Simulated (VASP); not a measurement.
# KCl (Pm-3m) in VASP: single point with PBE

Aim: the single point of KCl with PBE.

All numbers are computed with VASP 6.6.1; they aren't measurements. Logs are shortened: lines on timing, memory, paths and dates and some standing lists are left out, and cuts for length are marked.

### Step 1. The cell of the first run

It takes space group Pm-3m (No. 221, cubic). The conventional cell has a = 4.184 Å, b = 4.184 Å, c = 4.184 Å, α = 90.00°, β = 90.00°, γ = 90.00°. K (site symmetry m-3m) has 8 Cl at 3.62 Å and 6 K at 4.18 Å within 4.8 Å. Within 4.8 Å of Cl (site symmetry m-3m) lie 8 K at 3.62 Å and 6 Cl at 4.18 Å.

### Step 2. Single point, PBE (I replaced by Cl, lengths x 0.935, strained)

INCAR

```
SYSTEM = KCl
  PREC = Accurate
  ENCUT = 520
  EDIFF = 1E-6
  ISMEAR = 0
  SIGMA = 0.02
  LREAL = .False.
  LASPH = .True.
  NELM = 60
  ALGO = Normal
  ISIF = 2
  LWAVE = .False.
  LCHARG = .False.
  GGA = PE
  NBANDS = 15
```

KPOINTS

```
regular mesh
0
Gamma
  6 6 6
  0 0 0
```

POSCAR

```
KCl
1.0
    4.1842661372      0.0000000000      0.0000000000
    0.0000000000      4.1842661372      0.0000000000
    0.0000000000      0.0000000000      4.1842661372
K Cl
1 1
Direct
    0.0000000000      0.0000000000      0.0000000000
    0.5000000000      0.5000000000      0.5000000000
```

Potentials or basis: VASP PAW PBE potentials, release 64 (K_sv, Cl).

Run with:

```console
cat potpaw_PBE.64/K_sv/POTCAR potpaw_PBE.64/Cl/POTCAR > POTCAR
mpirun -np 1 vasp_std > vasp.out
```

OUTCAR:

```text
SYSTEM = KCl
   PREC = Accurate
   ENCUT = 520
   EDIFF = 1E-6
   ISMEAR = 0
   LREAL = .False.
   LASPH = .True.
   NELM = 60
   ISIF = 2
   GGA = PE

 ion  position               nearest neighbor table
   1  0.000  0.000  0.000-
   2  0.500  0.500  0.500-

  LATTYP: Found a simple cubic cell.
 ALAT       =     4.1842661372

  Lattice vectors:

 A1 = (   4.1842661372,   0.0000000000,   0.0000000000)
 A2 = (   0.0000000000,   4.1842661372,   0.0000000000)
 A3 = (   0.0000000000,   0.0000000000,   4.1842661372)

Analysis of symmetry for initial positions (statically):
=====================================================================
 Subroutine PRICEL returns:
 Original cell was already a primitive cell.

 Routine SETGRP: Setting up the symmetry group for a
 simple cubic supercell.

 Subroutine GETGRP returns: Found 48 space group operations
 (whereof 48 operations were pure point group operations)
 out of a pool of 48 trial point group operations.

The static configuration has the point symmetry O_h .

Analysis of symmetry for dynamics (positions and initial velocities):
=====================================================================
 Subroutine PRICEL returns:
 Original cell was already a primitive cell.

 Routine SETGRP: Setting up the symmetry group for a
 simple cubic supercell.

 Subroutine GETGRP returns: Found 48 space group operations
 (whereof 48 operations were pure point group operations)
 out of a pool of 48 trial point group operations.

The dynamic configuration has the point symmetry O_h .

 Subroutine INISYM returns: Found 48 space group operations
 (whereof 48 operations are pure point group operations),
 and found     1 'primitive' translations

----------------------------------------------------------------------------------------

                                     Primitive cell

  volume of cell :      73.2585

  direct lattice vectors                    reciprocal lattice vectors
     4.184266137  0.000000000  0.000000000     0.238990534  0.000000000  0.000000000
     0.000000000  4.184266137  0.000000000     0.000000000  0.238990534  0.000000000
     0.000000000  0.000000000  4.184266137     0.000000000  0.000000000  0.238990534

  length of vectors
     4.184266137  4.184266137  4.184266137     0.238990534  0.238990534  0.238990534

  position of ions in fractional coordinates (direct lattice)
     0.000000000  0.000000000  0.000000000
     0.500000000  0.500000000  0.500000000

  ion indices of the primitive-cell ions
[... 80 lines left out ...]
   PSTRESS=    0.0 pullay stress
   NELECT =      16.0000    total number of electrons
   NUPDOWN=      -1.0000    fix difference up-down
   EMIN   =  10.00;   EMAX   =-10.00  energy-range for DOS
   EFERMI =   0.00;   METHOD = LEGACY
   ISMEAR =     0;   SIGMA  =   0.02  broadening in eV -4-tet -1-fermi 0-gaus
   EFERMI_NEDOS =   21; number of points for ismear=-14 and -15
   IALGO  =     38    algorithm
   IMIX   =      4    mixing-type and parameters
     AMIX     =   0.40;   BMIX     =  1.00
     AMIX_MAG =   1.60;   BMIX_MAG =  1.00
  volume/ion in A,a.u.               =      36.63       247.19
  Fermi-wavevector in a.u.,A,eV,Ry     =   0.985891  1.863064 13.224603  0.971981
  Thomas-Fermi vector in A             =   2.117231
   LORBIT       =      0    0 simple, 1 ext, 2 COOP (PROOUT), +10 PAW based schemes
   GGA     = PE    functional components
   LHFCALC =     F    Hartree Fock is set to
   AEXX    =    0.0000 exact exchange contribution
   IVDW    =     0    specifies the selected vdW correction
   LEPSILON=     F    determine dielectric tensor
   LRPA    =     F    only Hartree local field effects (RPA)
 non-spin polarized calculation
 Gauss-broadening in eV      SIGMA  =   0.02
  energy-cutoff  :      520.00
  volume of cell :       73.26
 maximum number of plane-waves:      2008
 NGX is ok and might be reduce to    32
   NGX = 15   NGY = 15   NGZ = 15

 number of electron      15.9999994 magnetization

 Free energy of the ion-electron system (eV)
  ---------------------------------------------------
  ext. energy  EPLUGINS =         0.00000000
  ---------------------------------------------------
  free energy    TOTEN  =        -6.48217227 eV

  energy without entropy =       -6.48217227  energy(sigma->0) =       -6.48217227

 E-fermi :  -1.6931     XC(G=0):  -7.0183

 val. band max:       -1.8702068480   @ k =   0.5000   0.5000   0.0000
 cond. band min:       2.0391459777   @ k =   0.0000   0.0000   0.0000
 fundamental gap:      3.9093528258
 Fermi energy:        -1.6930872003

 k-point     1 :       0.0000    0.0000    0.0000
  band No.  band energies     occupation
      1     -30.4996      2.00000
      2     -14.0541      2.00000
      3     -13.9178      2.00000
      4     -13.9178      2.00000
      5     -13.9178      2.00000
      6      -2.0200      2.00000
      7      -2.0200      2.00000
      8      -2.0200      2.00000
      9       2.0391      0.00000
     10       4.7366      0.00000
     11       4.7366      0.00000
     12       7.9742      0.00000
     13       7.9742      0.00000
     14       7.9742      0.00000
[... 329 lines left out ...]
      2     -13.9936      2.00000
      3     -13.9936      2.00000
      4     -13.9936      2.00000
      5     -13.8629      2.00000
      6      -2.6890      2.00000
      7      -2.6890      2.00000
      8      -2.6890      2.00000
      9       6.1142      0.00000
     10       6.1142      0.00000
     11       6.1142      0.00000
     12       6.9254      0.00000
     13       6.9254      0.00000
     14       6.9254      0.00000
     15       9.0950      0.00000

------------------------ aborting loop because EDIFF is reached ----------------------------------------

  FORCE on cell =-STRESS in cart. coord.  units (eV):
  Direction    XX          YY          ZZ          XY          YZ          ZX
  --------------------------------------------------------------------------------------
  -------------------------------------------------------------------------------------
  Total       -1.2098227     -1.2098227     -1.2098227      0.0000000      0.0000000      0.0000000
  in kB      -26.4590610    -26.4590610    -26.4590610      0.0000000      0.0000000      0.0000000
  external PRESSURE =     -26.4590610 kB  Pullay stress =       0.0000000 kB

 VOLUME and BASIS-vectors are now :
 -----------------------------------------------------------------------------
  energy-cutoff  :      520.00
  volume of cell :       73.26
      direct lattice vectors                 reciprocal lattice vectors
     4.184266137  0.000000000  0.000000000     0.238990534  0.000000000  0.000000000
     0.000000000  4.184266137  0.000000000     0.000000000  0.238990534  0.000000000
     0.000000000  0.000000000  4.184266137     0.000000000  0.000000000  0.238990534

 POSITION                                       TOTAL-FORCE (eV/Angst)
 -----------------------------------------------------------------------------------
      0.00000      0.00000      0.00000         0.000000      0.000000      0.000000
      2.09213      2.09213      2.09213         0.000000      0.000000      0.000000
 -----------------------------------------------------------------------------------
    total drift:                                0.000000      0.000000     -0.000000

  FREE ENERGIE OF THE ION-ELECTRON SYSTEM (eV)
  ---------------------------------------------------
  free  energy   TOTEN  =        -6.4821722654 eV

  energy  without entropy=       -6.4821722654  energy(sigma->0) =       -6.48217227
```

It took 12 s on 1 thread of Intel Xeon Platinum 8375C at 2.90GHz (Ice Lake), shared host; peak memory 0.18 GiB.

What came out:

```yaml
Free_energy: -6.4822 eV
Pressure: -2.6 GPa
Band_gap_on_the_k_mesh: 3.91 eV, indirect (least direct gap 4.06 eV)
```

Caveat: the cell differs from its parent crystal (I replaced by Cl, lengths x 0.935, strained).
